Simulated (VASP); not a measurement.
# H (I4/mmm) in VASP: relaxation of cell and atoms with r2SCAN

Aim: the relaxation of cell and atoms of H with r2SCAN.

All numbers are computed with VASP 6.6.1; they aren't measurements. Logs are shortened: lines on timing, memory, paths and dates and some standing lists are left out, and cuts for length are marked.

### Step 1. The cell of the first run

Symmetry: I4/mmm, No. 139, tetragonal system. The conventional cell has a = 3.383 Å, b = 3.383 Å, c = 4.117 Å, α = 90.00°, β = 90.00°, γ = 90.00°. Within 1.0 Å of H (site symmetry 4mm) lie 1 H at 0.74 Å.

### Step 2. Relaxation of cell and atoms, r2SCAN

POSCAR

```
H
1.0
   -1.6915344700      1.6915344700      2.0584739900
    1.6915344700     -1.6915344700      2.0584739900
    1.6915344700      1.6915344700     -2.0584739900
H
2
Direct
    0.9098622900      0.9098622900      0.0000000000
    0.0901377100      0.0901377100      0.0000000000
```

INCAR.step1

```
SYSTEM = H
PREC = Accurate ; ENCUT = 910
ISMEAR = 0 ; SIGMA = 0.02
LREAL = .FALSE. ; LASPH = .TRUE.
NELM = 120 ; GGA = PE
ALGO = Normal ; EDIFF = 1E-5
LWAVE = .TRUE. ; LCHARG = .FALSE.
GGA_COMPAT = .FALSE. ; IBRION = 2
ISIF = 3 ; EDIFFG = -0.005
NELMIN = 4 ; NSW = 100
```

INCAR.step2

```
SYSTEM = H
PREC = Accurate ; ENCUT = 910
EDIFF = 1E-7 ; ISMEAR = 0
SIGMA = 0.02 ; LREAL = .FALSE.
LASPH = .TRUE. ; NELM = 120
ALGO = Normal ; ISIF = 3
LWAVE = .FALSE. ; LCHARG = .FALSE.
METAGGA = R2SCAN ; LMIXTAU = .TRUE.
IBRION = 2 ; NSW = 100
EDIFFG = -0.005 ; ISTART = 1
GGA_COMPAT = .FALSE. ; NELMIN = 4
```

KPOINTS

```
Automatic mesh
0
G
  10 10 10
  0 0 0
```

Potentials or basis: VASP PAW PBE potentials, release 64 (H_h).

Launch:

```sh
$ cat potpaw_PBE.64/H_h/POTCAR > POTCAR
$ cp INCAR.step1 INCAR
$ mpirun -np 1 vasp_std > vasp.out
$ cp INCAR.step2 INCAR
$ mpirun -np 1 vasp_std > vasp.out
```

OUTCAR:

```text
SYSTEM = H
   PREC = Accurate
   ENCUT = 910
   EDIFF = 1E-7
   ISMEAR = 0
   LREAL = .FALSE.
   LASPH = .TRUE.
   NELM = 120
   ISIF = 3
   METAGGA = R2SCAN
   IBRION = 2
   NSW = 100
   EDIFFG = -0.005
   ISTART = 1
   NELMIN = 4

 ion  position               nearest neighbor table
   1  0.910  0.910  0.000-   2 0.74
   2  0.090  0.090  0.000-   1 0.74

  LATTYP: Found a body centered tetragonal cell.
 ALAT       =     3.3830689400
 C/A-ratio  =     1.2169270130

  Lattice vectors:

 A1 = (  -1.6915344700,   1.6915344700,   2.0584739900)
 A2 = (   1.6915344700,  -1.6915344700,   2.0584739900)
 A3 = (   1.6915344700,   1.6915344700,  -2.0584739900)

Analysis of symmetry for initial positions (statically):
=====================================================================
 Subroutine PRICEL returns:
 Original cell was already a primitive cell.

 Routine SETGRP: Setting up the symmetry group for a
 body centered tetragonal supercell.

 Subroutine GETGRP returns: Found 16 space group operations
 (whereof 16 operations were pure point group operations)
 out of a pool of 16 trial point group operations.

The static configuration has the point symmetry D_4h.

Analysis of symmetry for dynamics (positions and initial velocities):
=====================================================================
 Subroutine PRICEL returns:
 Original cell was already a primitive cell.

 Routine SETGRP: Setting up the symmetry group for a
 body centered tetragonal supercell.

 Subroutine GETGRP returns: Found 16 space group operations
 (whereof 16 operations were pure point group operations)
 out of a pool of 16 trial point group operations.

The dynamic configuration has the point symmetry D_4h.

 Subroutine INISYM returns: Found 16 space group operations
 (whereof 16 operations are pure point group operations),
 and found     1 'primitive' translations

----------------------------------------------------------------------------------------

                                     Primitive cell

  volume of cell :      23.5596

  direct lattice vectors                    reciprocal lattice vectors
    -1.691534470  1.691534470  2.058473990     0.000000000  0.295589602  0.242898381
     1.691534470 -1.691534470  2.058473990     0.295589602  0.000000000  0.242898381
     1.691534470  1.691534470 -2.058473990     0.295589602  0.295589602  0.000000000

  length of vectors
     3.155929799  3.155929799  3.155929799     0.382587031  0.382587031  0.418026823

  position of ions in fractional coordinates (direct lattice)
     0.909862290  0.909862290  0.000000000
     0.090137710  0.090137710  0.000000000

  ion indices of the primitive-cell ions
   primitive index   ion index
                 1           1
                 2           2

----------------------------------------------------------------------------------------

 KPOINTS: Automatic mesh

Automatic generation of k-mesh.
 Grid dimensions read from file:
 generate k-points for:   10   10   10

 Generating k-lattice:

  Cartesian coordinates                     Fractional coordinates (reciprocal lattice)
     0.000000000  0.029558960  0.024289838     0.100000000  0.000000000  0.000000000
     0.029558960  0.000000000  0.024289838     0.000000000  0.100000000  0.000000000
     0.029558960  0.029558960  0.000000000     0.000000000  0.000000000  0.100000000

  Length of vectors
     0.038258703  0.038258703  0.041802682

  Shift w.r.t. Gamma in fractional coordinates (k-lattice)
     0.000000000  0.000000000  0.000000000

 Subroutine IBZKPT returns following result:
 ===========================================

 Found    102 irreducible k-points:

 Following reciprocal coordinates:
            Coordinates               Weight
  0.000000  0.000000  0.000000      1.000000
  0.100000 -0.000000  0.000000      8.000000
  0.200000 -0.000000  0.000000      8.000000
  0.300000 -0.000000  0.000000      8.000000
  0.400000 -0.000000  0.000000      8.000000
  0.500000  0.000000  0.000000      4.000000
[... 16 lines left out ...]
  0.300000  0.300000  0.000000      8.000000
  0.400000  0.300000  0.000000     16.000000
 [... further k-points ...]
   k-points           NKPTS =    102   k-points in BZ     NKDIM =    102   number of bands    NBANDS=      5
   number of dos      NEDOS =    301   number of ions     NIONS =      2
   total plane-waves  NPLWV =  32768
   dimension x,y,z NGX =    32 NGY =   32 NGZ =   32
   dimension x,y,z NGXF=    64 NGYF=   64 NGZF=   64
   ions per type =               2
   NGX,Y,Z   is equivalent  to a cutoff of  16.86, 16.86, 16.86 a.u.
   NGXF,Y,Z  is equivalent  to a cutoff of  33.71, 33.71, 33.71 a.u.
 SYSTEM =  H
   PREC   = accura    normal or accurate (medium, high low for compatibility)
   ISTART =      1    job   : 0-new  1-cont  2-samecut
   ICHARG =      0    charge: 1-file 2-atom 10-const
   ISPIN  =      1    spin polarized calculation?
   LNONCOLLINEAR =      F non collinear calculations
   LSORBIT =      F    spin-orbit coupling
   LASPH  =      T    aspherical Exc in radial PAW
   ENCUT  =  910.0 eV  66.88 Ry    8.18 a.u.   7.76  7.76  7.76*2*pi/ulx,y,z
   NELM   =    120;   NELMIN=  4; NELMDL=  0     # of ELM steps
   EDIFF  = 0.1E-06   stopping-criterion for ELM
   LREAL  =      F    real-space projection
   EDIFFG = -.5E-02   stopping-criterion for IOM
   NSW    =    100    number of steps for IOM
   IBRION =      2    ionic relax: 0-MD 1-quasi-New 2-CG
   NFREE  =      1    steps in history (QN), initial steepest desc. (CG)
   ISIF   =      3    stress and relaxation
   ISYM   =      2    0-nonsym 1-usesym 2-fastsym
   POTIM  = 0.5000    time-step for ionic-motion
   TEBEG  =    0.0;   TEEND  =   0.0 temperature during run
   PSTRESS=    0.0 pullay stress
   NELECT =       2.0000    total number of electrons
   NUPDOWN=      -1.0000    fix difference up-down
   EMIN   =  10.00;   EMAX   =-10.00  energy-range for DOS
   EFERMI =   0.00;   METHOD = LEGACY
   ISMEAR =     0;   SIGMA  =   0.02  broadening in eV -4-tet -1-fermi 0-gaus
   EFERMI_NEDOS =   21; number of points for ismear=-14 and -15
   IALGO  =     38    algorithm
   IMIX   =      4    mixing-type and parameters
     AMIX     =   0.40;   BMIX     =  1.00
     AMIX_MAG =   1.60;   BMIX_MAG =  1.00
  volume/ion in A,a.u.               =      11.78        79.49
  Fermi-wavevector in a.u.,A,eV,Ry     =   0.719497  1.359653  7.043413  0.517676
  Thomas-Fermi vector in A             =   1.808708
   LORBIT       =      0    0 simple, 1 ext, 2 COOP (PROOUT), +10 PAW based schemes
   METAGGA = R2SCAN    functional components
   LHFCALC =     F    Hartree Fock is set to
   AEXX    =    0.0000 exact exchange contribution
   IVDW    =     0    specifies the selected vdW correction
   LEPSILON=     F    determine dielectric tensor
   LRPA    =     F    only Hartree local field effects (RPA)
 conjugate gradient relaxation of ions
 non-spin polarized calculation
 Gauss-broadening in eV      SIGMA  =   0.02
  energy-cutoff  :      910.00
  volume of cell :       23.56
 maximum number of plane-waves:      1498
   NGX = 15   NGY = 15   NGZ = 15

--------------------------------------- Ionic step        1  -------------------------------------------

 number of electron       2.0000000 magnetization

 Free energy of the ion-electron system (eV)
  ---------------------------------------------------
  ext. energy  EPLUGINS =         0.00000000
  ---------------------------------------------------
  free energy    TOTEN  =        -6.90232448 eV

  energy without entropy =       -6.90232448  energy(sigma->0) =       -6.90232448

------------------------ aborting loop because EDIFF is reached ----------------------------------------

  FORCE on cell =-STRESS in cart. coord.  units (eV):
  Direction    XX          YY          ZZ          XY          YZ          ZX
  --------------------------------------------------------------------------------------
  -------------------------------------------------------------------------------------
  Total        0.0037277      0.0037277      0.0184601      0.0000000      0.0000000      0.0000000
  in kB        0.2535031      0.2535031      1.2553851      0.0000000      0.0000000      0.0000000
  external PRESSURE =       0.5874638 kB  Pullay stress =       0.0000000 kB
[... 89 lines left out ...]
  FREE ENERGIE OF THE ION-ELECTRON SYSTEM (eV)
  ---------------------------------------------------
  free  energy   TOTEN  =        -6.9023612584 eV

  energy  without entropy=       -6.9023612584  energy(sigma->0) =       -6.90236126

[... ionic steps 4 to 13 ...]

--------------------------------------- Ionic step       14  -------------------------------------------

 number of electron       2.0000000 magnetization

------------------------ aborting loop because EDIFF is reached ----------------------------------------

  FORCE on cell =-STRESS in cart. coord.  units (eV):
  Direction    XX          YY          ZZ          XY          YZ          ZX
  --------------------------------------------------------------------------------------
  -------------------------------------------------------------------------------------
  Total       -0.0040969     -0.0040969     -0.0288565      0.0000000      0.0000000      0.0000000
  in kB       -0.2690895     -0.2690895     -1.8953405      0.0000000      0.0000000      0.0000000
  external PRESSURE =      -0.8111732 kB  Pullay stress =       0.0000000 kB
[... 57 lines left out ...]
  energy  without entropy=       -6.9027499077  energy(sigma->0) =       -6.90274991

--------------------------------------- Ionic step       16  -------------------------------------------

 number of electron       2.0000000 magnetization

 Free energy of the ion-electron system (eV)
  ---------------------------------------------------
  ext. energy  EPLUGINS =         0.00000000
  ---------------------------------------------------
  free energy    TOTEN  =        -6.90276266 eV

  energy without entropy =       -6.90276266  energy(sigma->0) =       -6.90276266

 E-fermi :  -8.6727     XC(G=0):  -5.1989

 val. band max:       -8.8184804637   @ k =   0.5000   0.5000   0.5000
 cond. band min:       0.9991051739   @ k =   0.5000   0.0000   0.0000
 fundamental gap:      9.8175856376
 Fermi energy:        -8.6726693244

 k-point     1 :       0.0000    0.0000    0.0000
  band No.  band energies     occupation
      1     -10.9630      2.00000
      2       5.6077      0.00000
      3       8.8526      0.00000
      4      15.2452      0.00000
      5      15.2452      0.00000

 k-point     2 :       0.1000   -0.0000    0.0000
  band No.  band energies     occupation
      1     -10.8504      2.00000
      2       5.0298      0.00000
      3       9.1075      0.00000
      4      14.2505      0.00000
      5      14.6377      0.00000
[... 169 lines left out ...]
 k-point    24 :       0.4000    0.3000    0.0000
  band No.  band energies     occupation
      1      -9.2732      2.00000
      2       2.5157      0.00000
      3       4.6066      0.00000
      4       9.3980      0.00000
      5      11.1450      0.00000

 [... further k-points ...]
[... 5 lines left out ...]
  --------------------------------------------------------------------------------------
  -------------------------------------------------------------------------------------
  Total       -0.0079333     -0.0079333      0.0068502      0.0000000     -0.0000000      0.0000000
  in kB       -0.5121937     -0.5121937      0.4422622      0.0000000     -0.0000000      0.0000000
  external PRESSURE =      -0.1940417 kB  Pullay stress =       0.0000000 kB
[... 17 lines left out ...]
  FREE ENERGIE OF THE ION-ELECTRON SYSTEM (eV)
  ---------------------------------------------------
  free  energy   TOTEN  =        -6.9027626609 eV

  energy  without entropy=       -6.9027626609  energy(sigma->0) =       -6.90276266

 reached required accuracy - stopping structural energy minimisation
```

Wall time 9.3 min (1 thread of Intel Xeon Platinum 8375C at 2.90GHz (Ice Lake), shared host); peak memory 0.19 GiB.

What came out:

* Free energy: -6.9028 eV
* Relaxed volume: 12.41 Å³/atom
* Relaxed cell: a = 3.220 Å, b = 3.220 Å, c = 3.220 Å, α = 116.09°, β = 116.09°, γ = 96.92°
* Space group after relaxing (to 0.1 Å): I4/mmm (No. 139)
* Energy gained by relaxing: 0.2 meV/atom
* Ionic steps: 16
* Pressure after relaxing: 0.0 GPa
* Band gap on the k mesh: 9.82 eV (least direct gap 10.54 eV)

Forces on the atoms (eV/Å):
```
H    0.000  0.000 -0.002
H    0.000  0.000  0.002
```

The path:
```tsv
step	energy change (eV)	largest force (eV/Å)	pressure (GPa)	volume (Å³)
1	0.0000	0.0027	0.06	23.56
2	0.0000	0.0051	0.05	23.57
3	0.0000	0.0121	0.04	23.62
4	-0.0001	0.0260	0.01	23.71
5	-0.0002	0.0534	-0.05	23.88
6	-0.0002	0.1052	-0.16	24.24
7	-0.0002	0.0861	-0.12	24.11
8	-0.0002	0.0859	-0.12	24.11
9	-0.0002	0.0854	-0.12	24.12
10	-0.0002	0.0844	-0.12	24.13
11	-0.0002	0.0823	-0.11	24.14
12	-0.0002	0.0782	-0.11	24.18
13	-0.0003	0.0699	-0.10	24.25
14	-0.0003	0.0526	-0.08	24.39
15	-0.0004	0.0157	-0.04	24.68
16	-0.0004	0.0025	-0.02	24.82
```

Final structure:
```
CELL_PARAMETERS angstrom
-1.70444 1.70444 2.13554
1.70444 -1.70444 2.13554
1.70444 1.70444 -2.13554
ATOMIC_POSITIONS crystal
H 0.91312 0.91312 0.00000
H 0.08688 0.08688 0.00000
```

Levels at points of the mesh, in eV from the valence-band top:
| k point | band 1 | band 2 | band 3 | band 4 | band 5 |
| --- | --- | --- | --- | --- | --- |
| (0.00, 0.00, 0.00) | -2.14 | 14.43 | 17.67 | 24.06 | 24.06 |
| (0.50, 0.00, 0.00) | -0.72 | 9.82 | 18.01 | 19.35 | 21.26 |
| (0.50, 0.50, 0.00) | -0.49 | 11.73 | 14.69 | 17.11 | 19.52 |
| (0.50, 0.50, 0.50) | 0.00 | 10.75 | 16.44 | 17.25 | 17.25 |

Caveat: the PAW data sets were made with another functional, which shifts forces and pressure a little. A k mesh can miss the band edges.
